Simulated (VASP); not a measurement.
# W8C9F2 in VASP: single point with PBEsol

Aim: the single point of W8C9F2 with PBEsol.

Program: VASP 6.6.1. These are calculated values, not measurements. Logs are shortened: lines on timing, memory, paths and dates and some standing lists are left out, and cuts for length are marked.

## (1) The cell of the first run

The cell holds a slab with vacuum, 19 atoms: a = 5.810 Å, b = 5.674 Å, c = 19.193 Å, α = 90.00°, β = 90.00°, γ = 90.00°.

## (2) Single point, PBEsol

The input, INCAR:

```
SYSTEM = W8C9F2
PREC = Accurate ; ENCUT = 520
EDIFF = 1E-7 ; ISMEAR = -1
SIGMA = 0.1 ; LREAL = Auto
LASPH = .True. ; NELM = 80
ALGO = Normal ; ISIF = 2
LWAVE = .False. ; LCHARG = .False.
GGA = PS ; NBANDS = 96
```

The input, KPOINTS:

```
Automatic mesh
0
Gamma
  3 3 1
  0 0 0
```

The input, POSCAR:

```
W8C9F2
1.0
    5.8102400000      0.0000000000      0.0000000000
    0.0000000000      5.6737800000      0.0000000000
    0.0000000000      0.0000000000     19.1931800000
W C F
8 9 2
Direct
    0.0000000000      0.0000000000      0.0521018403
    0.2603162692      0.0173253105      0.1979661526
    0.0000000000      0.5000017625      0.0521018403
    0.3405367076      0.5180320703      0.2064014405
    0.4999965578      0.0000000000      0.0521018403
    0.7790211764      0.0076139716      0.1701177189
    0.4999965578      0.5000017625      0.0521018403
    0.8075742138      0.5021167546      0.1683254156
   -0.0126500799      0.2070401038      0.1311403321
    0.5719040866      0.3130364589      0.2724613639
    0.0081235887      0.7458343468      0.1305151101
    0.5396678967      0.8012471404      0.2191872321
    0.5001342457      0.2384301118      0.1363661467
    0.8203447706      0.3106923427      0.2581385680
    0.8203447706      0.7643757777      0.0023341624
    0.9877388886      0.7115185996      0.2027855728
    1.0554641461      0.2255991596      0.2716902566
    1.4327979567      0.2516135627      0.3572727396
    1.0421600485     -0.0341923726      0.3214423040
```

Potentials or basis: VASP PAW PBE potentials, release 64 (W_sv, C, F).

Run with:

```
> cat potpaw_PBE.64/W_sv/POTCAR potpaw_PBE.64/C/POTCAR potpaw_PBE.64/F/POTCAR > POTCAR
> mpirun -np 1 vasp_std > vasp.out
```

OUTCAR:

```text
SYSTEM = W8C9F2
   PREC = Accurate
   ENCUT = 520
   EDIFF = 1E-7
   ISMEAR = -1
   LREAL = Auto
   LASPH = .True.
   NELM = 80
   ISIF = 2
   GGA = PS

 ion  position               nearest neighbor table
   1  0.000  0.000  0.052-   9 1.92  15 1.95  11 2.08   6 2.60   3 2.84   3 2.84   5 2.91   5 2.91
                             2 3.18
   2  0.260  0.017  0.198-  12 2.07  17 2.19  13 2.22   9 2.31  16 2.35  11 2.49   6 2.85   4 2.88
                             4 2.88   6 3.06   5 3.13   1 3.18
   3  0.000  0.500  0.052-  11 2.05  15 2.06   9 2.25   8 2.50   1 2.84   1 2.84   7 2.91   7 2.91

   4  0.341  0.518  0.206-  12 2.00  10 2.18  13 2.28  16 2.33  17 2.66  11 2.74   8 2.81   2 2.88
                             2 2.88   7 3.10   8 3.18
   5  0.500  0.000  0.052-  13 2.11  15 2.48   6 2.79   7 2.84   7 2.84   1 2.91   1 2.91   2 3.13

   6  0.779  0.008  0.170-   9 1.82  12 2.05  11 2.13  16 2.16  13 2.18  14 2.42   1 2.60   5 2.79
                             8 2.81   2 2.85   8 2.87   2 3.06
   7  0.500  0.500  0.052-  13 2.20  15 2.57   5 2.84   5 2.84   8 2.86   3 2.91   3 2.91   4 3.10

   8  0.808  0.502  0.168-  16 1.72  11 1.95  14 2.04   9 2.10  13 2.41   3 2.50  12 2.50  10 2.65
                             6 2.81   4 2.81   7 2.86   6 2.87   4 3.18
   9  0.987  0.207  0.131-   6 1.82   1 1.92   8 2.10   3 2.25   2 2.31
  10  0.572  0.313  0.272-  14 1.47  18 1.85   4 2.18   8 2.65
  11  0.008  0.746  0.131-  16 1.41   8 1.95   3 2.05   1 2.08   6 2.13   2 2.49   4 2.74
  12  0.540  0.801  0.219-   4 2.00   6 2.05   2 2.07   8 2.50
  13  0.500  0.238  0.136-   5 2.11   6 2.18   7 2.20   2 2.22   4 2.28   8 2.41
  14  0.820  0.311  0.258-  10 1.47  17 1.47   8 2.04   6 2.42
  15  0.820  0.764  0.002-   1 1.95   3 2.06   5 2.48   7 2.57
  16  0.988  0.712  0.203-  11 1.41   8 1.72   6 2.16   4 2.33   2 2.35
  17  0.055  0.226  0.272-  14 1.47  19 1.76   2 2.19   4 2.66
  18  0.433  0.252  0.357-  10 1.85
  19  0.042  0.966  0.321-  17 1.76

  LATTYP: Found a simple orthorhombic cell.
 ALAT       =     5.6737800000
 B/A-ratio  =     1.0240509854
 C/A-ratio  =     3.3827853741

  Lattice vectors:

 A1 = (   0.0000000000,  -5.6737800000,   0.0000000000)
 A2 = (   5.8102400000,   0.0000000000,   0.0000000000)
 A3 = (   0.0000000000,   0.0000000000,  19.1931800000)

Analysis of symmetry for initial positions (statically):
=====================================================================
 Subroutine PRICEL returns:
 Original cell was already a primitive cell.

 Routine SETGRP: Setting up the symmetry group for a
 simple orthorhombic supercell.

 Subroutine GETGRP returns: Found  1 space group operations
 (whereof  1 operations were pure point group operations)
 out of a pool of  8 trial point group operations.

The static configuration has the point symmetry C_1 .

Analysis of symmetry for dynamics (positions and initial velocities):
=====================================================================
 Subroutine PRICEL returns:
 Original cell was already a primitive cell.

 Routine SETGRP: Setting up the symmetry group for a
 simple orthorhombic supercell.

 Subroutine GETGRP returns: Found  1 space group operations
 (whereof  1 operations were pure point group operations)
 out of a pool of  8 trial point group operations.

The dynamic configuration has the point symmetry C_1 .

 Subroutine INISYM returns: Found  1 space group operations
 (whereof  1 operations are pure point group operations),
 and found     1 'primitive' translations

----------------------------------------------------------------------------------------

                                     Primitive cell

  volume of cell :     632.7228

  direct lattice vectors                    reciprocal lattice vectors
     5.810240000  0.000000000  0.000000000     0.172109930  0.000000000  0.000000000
     0.000000000  5.673780000  0.000000000     0.000000000  0.176249343  0.000000000
     0.000000000  0.000000000 19.193180000     0.000000000  0.000000000  0.052101840

  length of vectors
     5.810240000  5.673780000 19.193180000     0.172109930  0.176249343  0.052101840

  position of ions in fractional coordinates (direct lattice)
     0.000000000  0.000000000  0.052101840
     0.260316269  0.017325310  0.197966153
     0.000000000  0.500001762  0.052101840
     0.340536708  0.518032070  0.206401441
     0.499996558  0.000000000  0.052101840
     0.779021176  0.007613972  0.170117719
[... 11 lines left out ...]
     0.432797957  0.251613563  0.357272740
     0.042160049  0.965807627  0.321442304

  ion indices of the primitive-cell ions
   primitive index   ion index
                 1           1
                 2           2
                 3           3
                 4           4
                 5           5
                 6           6
[... 11 lines left out ...]
                18          18
                19          19

----------------------------------------------------------------------------------------

 KPOINTS: Automatic mesh

Automatic generation of k-mesh.
 Grid dimensions read from file:
 generate k-points for:    3    3    1

 Generating k-lattice:

  Cartesian coordinates                     Fractional coordinates (reciprocal lattice)
     0.057369977  0.000000000  0.000000000     0.333333333  0.000000000  0.000000000
     0.000000000  0.058749781  0.000000000     0.000000000  0.333333333  0.000000000
     0.000000000  0.000000000  0.052101840     0.000000000  0.000000000  1.000000000

  Length of vectors
     0.057369977  0.058749781  0.052101840

  Shift w.r.t. Gamma in fractional coordinates (k-lattice)
     0.000000000  0.000000000  0.000000000

 Subroutine IBZKPT returns following result:
 ===========================================

 Found      5 irreducible k-points:

 Following reciprocal coordinates:
            Coordinates               Weight
  0.000000  0.000000  0.000000      1.000000
  0.333333  0.000000  0.000000      2.000000
  0.000000  0.333333  0.000000      2.000000
  0.333333  0.333333  0.000000      2.000000
 -0.333333  0.333333  0.000000      2.000000
   k-points           NKPTS =      5   k-points in BZ     NKDIM =      5   number of bands    NBANDS=     96
   number of dos      NEDOS =    301   number of ions     NIONS =     19
   total plane-waves  NPLWV = 290304
   dimension x,y,z NGX =    48 NGY =   42 NGZ =  144
   dimension x,y,z NGXF=    96 NGYF=   84 NGZF=  288
   ions per type =               8   9   2
   NGX,Y,Z   is equivalent  to a cutoff of  13.73, 12.31, 12.47 a.u.
   NGXF,Y,Z  is equivalent  to a cutoff of  27.47, 24.61, 24.95 a.u.
 SYSTEM =  W8C9F2
   PREC   = accura    normal or accurate (medium, high low for compatibility)
   ISTART =      0    job   : 0-new  1-cont  2-samecut
   ICHARG =      2    charge: 1-file 2-atom 10-const
   ISPIN  =      1    spin polarized calculation?
   LNONCOLLINEAR =      F non collinear calculations
   LSORBIT =      F    spin-orbit coupling
   LASPH  =      T    aspherical Exc in radial PAW
   ENCUT  =  520.0 eV  38.22 Ry    6.18 a.u.  10.80 10.55 35.69*2*pi/ulx,y,z
   NELM   =     80;   NELMIN=  2; NELMDL= -5     # of ELM steps
   EDIFF  = 0.1E-06   stopping-criterion for ELM
   LREAL  =      T    real-space projection
   EDIFFG = 0.1E-05   stopping-criterion for IOM
   NSW    =      0    number of steps for IOM
   IBRION =     -1    ionic relax: 0-MD 1-quasi-New 2-CG
   NFREE  =      0    steps in history (QN), initial steepest desc. (CG)
   ISIF   =      2    stress and relaxation
   ISYM   =      2    0-nonsym 1-usesym 2-fastsym
   POTIM  = 0.5000    time-step for ionic-motion
   TEBEG  =    0.0;   TEEND  =   0.0 temperature during run
   PSTRESS=    0.0 pullay stress
   NELECT =     162.0000    total number of electrons
   NUPDOWN=      -1.0000    fix difference up-down
   EMIN   =  10.00;   EMAX   =-10.00  energy-range for DOS
   EFERMI =   0.00;   METHOD = LEGACY
   ISMEAR =    -1;   SIGMA  =   0.10  broadening in eV -4-tet -1-fermi 0-gaus
   EFERMI_NEDOS =   21; number of points for ismear=-14 and -15
   IALGO  =     38    algorithm
   IMIX   =      4    mixing-type and parameters
     AMIX     =   0.40;   BMIX     =  1.00
     AMIX_MAG =   1.60;   BMIX_MAG =  1.00
  volume/ion in A,a.u.               =      33.30       224.73
  Fermi-wavevector in a.u.,A,eV,Ry     =   1.039542  1.964449 14.703100  1.080647
  Thomas-Fermi vector in A             =   2.174077
   LORBIT       =      0    0 simple, 1 ext, 2 COOP (PROOUT), +10 PAW based schemes
   GGA     = PS    functional components
   LHFCALC =     F    Hartree Fock is set to
   AEXX    =    0.0000 exact exchange contribution
   IVDW    =     0    specifies the selected vdW correction
   LEPSILON=     F    determine dielectric tensor
   LRPA    =     F    only Hartree local field effects (RPA)
 non-spin polarized calculation
  energy-cutoff  :      520.00
  volume of cell :      632.72
 maximum number of plane-waves:     17084
 NGX is ok and might be reduce to    48
   NGX = 21   NGY = 21   NGZ = 71

 number of electron     161.9999988 magnetization

 Free energy of the ion-electron system (eV)
  ---------------------------------------------------
  ext. energy  EPLUGINS =         0.00000000
  ---------------------------------------------------
  free energy    TOTEN  =      -178.52855977 eV

  energy without entropy =     -178.25541404  energy(sigma->0) =     -178.39198691

 E-fermi :  -1.2883     XC(G=0):  -5.2193

 val. band max:       -1.3015544224   @ k =  -0.3333   0.3333   0.0000
 cond. band min:      -1.2526063598   @ k =   0.0000   0.0000   0.0000
 fundamental gap:      0.0489480625
 Fermi energy:        -1.2883232503

 k-point     1 :       0.0000    0.0000    0.0000
  band No.  band energies     occupation
      1     -75.9106      2.00000
      2     -75.7038      2.00000
      3     -75.5663      2.00000
      4     -75.5301      2.00000
      5     -75.4917      2.00000
      6     -75.4025      2.00000
[... 85 lines left out ...]
     92       0.9513      0.00000
     93       1.1409      0.00000

 k-point     2 :       0.3333    0.0000    0.0000
  band No.  band energies     occupation
      1     -75.9103      2.00000
      2     -75.7036      2.00000
      3     -75.5650      2.00000
      4     -75.5287      2.00000
      5     -75.4934      2.00000
      6     -75.4031      2.00000
[... 373 lines left out ...]
     92       0.5263      0.00000
     93       0.5807      0.00000
 [bands above 93 left out]

------------------------ aborting loop because EDIFF is reached ----------------------------------------

  FORCE on cell =-STRESS in cart. coord.  units (eV):
  Direction    XX          YY          ZZ          XY          YZ          ZX
  --------------------------------------------------------------------------------------
  -------------------------------------------------------------------------------------
  Total      -16.9858208      3.5873688      7.2061753     16.6208848      3.8494641     -0.6187206
  in kB      -43.0114040      9.0839159     18.2474384     42.0873150      9.7475922     -1.5667210
  external PRESSURE =      -5.2266832 kB  Pullay stress =       0.0000000 kB

 VOLUME and BASIS-vectors are now :
 -----------------------------------------------------------------------------
  energy-cutoff  :      520.00
  volume of cell :      632.72
      direct lattice vectors                 reciprocal lattice vectors
     5.810240000  0.000000000  0.000000000     0.172109930  0.000000000  0.000000000
     0.000000000  5.673780000  0.000000000     0.000000000  0.176249343  0.000000000
     0.000000000  0.000000000 19.193180000     0.000000000  0.000000000  0.052101840

 POSITION                                       TOTAL-FORCE (eV/Angst)
 -----------------------------------------------------------------------------------
      0.00000      0.00000      1.00000         3.051175     -0.706992     -2.166427
      1.51250      0.09830      3.79960        -0.284639     -0.193228     -0.630898
      0.00000      2.83690      1.00000         1.721724     -0.461230     -2.549761
      1.97860      2.93920      3.96150        -0.502262     -1.344941      0.104411
      2.90510      0.00000      1.00000         1.055349      0.277139      0.256717
      4.52630      0.04320      3.26510        -6.494238     -2.014260      4.422047
[... 11 lines left out ...]
      2.51466      1.42760      6.85720         1.795969      0.702672     -2.980433
      0.24496      5.47978      6.16950         0.586650      2.585912     -1.121921
 -----------------------------------------------------------------------------------
    total drift:                                0.003571      0.008761      0.002826

  FREE ENERGIE OF THE ION-ELECTRON SYSTEM (eV)
  ---------------------------------------------------
  free  energy   TOTEN  =      -178.5285597748 eV

  energy  without entropy=     -178.2554140353  energy(sigma->0) =     -178.39198691
```

Run time: 11 min. Hardware: 1 thread of Intel Xeon Platinum 8375C at 2.90GHz (Ice Lake), shared host; peak memory 0.7 GiB.

What came out:

| Item | Value |
| --- | --- |
| Free energy | -178.5286 eV |
| Largest force | 13.698 eV/Å |
| Band gap on the k mesh | zero (band 81 reaches -1.25 eV, above the bottom of band 82 at -1.30 eV) |

Forces on the atoms (eV/Å):
```
W     3.051  -0.707  -2.166
W    -0.285  -0.193  -0.631
W     1.722  -0.461  -2.550
W    -0.502  -1.345   0.104
W     1.055   0.277   0.257
W    -6.494  -2.014   4.422
W     0.433  -0.234   0.569
W   -10.137  -7.550  -1.379
C     4.554   6.632  -1.199
C     0.372   0.439   1.265
C     3.134   2.336  -3.441
C    -1.821  -2.375   0.011
C    -0.668   0.987  -0.183
C    -0.658  -2.707   2.278
C    -3.461  -1.542   0.223
C     9.356   7.315   6.825
C    -2.036  -2.146  -0.304
F     1.796   0.703  -2.980
F     0.587   2.586  -1.122
```

Caveat: the k points lie up to 0.37 Å⁻¹ apart; the PAW data sets were made with another functional, which shifts forces and pressure a little; spin-orbit coupling is left out, which moves the levels of the heavy elements.
